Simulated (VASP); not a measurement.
## NaF: single point with PBEsol

NaF:

```
Na F
1.0
    -0.73455    2.02002    2.02002
     2.02002   -0.73455    2.02002
     2.02002    2.02002   -0.73455
Na F
1 1
Direct
  0.00000 0.00000 0.00000
  0.50000 0.50000 0.50000
```

This cell differs from its parent crystal: ratio of the length along [111] to the lengths across it x 0.6, volume and fractional coordinates fixed.

- Program: VASP 6.6.1
- Task: single point
- Functional: PBEsol
- Potentials or basis: VASP PAW PBE potentials, release 64 (Na_pv, F)
- Cutoff: 520 eV
- k mesh: 10 × 10 × 10
- Occupations: gaussian, width 0.05 eV
- Spin: no spin polarisation
- Dipole correction: no
- Further INCAR settings: ALGO = Normal; EDIFF = 1e-06; NBANDS = 14

```json
{
  "Pressure": "-3.9 GPa",
  "Band gap on the k mesh": "5.32 eV, indirect (least direct gap 5.34 eV)"
}
```

Stress tensor (GPa, compression positive):
```
-3.87  1.32  1.32
 1.32 -3.87  1.32
 1.32  1.32 -3.87
```

Levels at points of the mesh, in eV from the valence-band top:
| k point | band 3 | band 4 | band 5 | band 6 | band 7 | band 8 | band 9 | band 10 | band 11 | band 12 |
| --- | --- | --- | --- | --- | --- | --- | --- | --- | --- | --- |
| (0.00, 0.00, 0.00) | -19.92 | -19.36 | -0.33 | -0.33 | -0.03 | 5.32 | 15.31 | 15.31 | 20.84 | 22.77 |
| (0.50, 0.00, 0.00) | -19.90 | -18.80 | -2.15 | -0.28 | -0.02 | 9.81 | 10.70 | 19.03 | 19.41 | 22.16 |
| (0.50, 0.50, 0.00) | -19.90 | -18.99 | -1.63 | -1.37 | 0.00 | 11.26 | 12.99 | 14.39 | 15.01 | 21.97 |
| (0.50, 0.50, 0.50) | -20.02 | -18.77 | -1.46 | -1.19 | -1.19 | 11.69 | 14.59 | 14.59 | 15.95 | 19.16 |

It took 8.6 s on 1 thread of Intel(R) Xeon(R) 6975P-C (Granite Rapids), with other jobs on the host, peak memory 0.15 GiB.

Caveat: the PAW data sets were made with another functional, which shifts forces and pressure a little. A k mesh can miss the band edges.
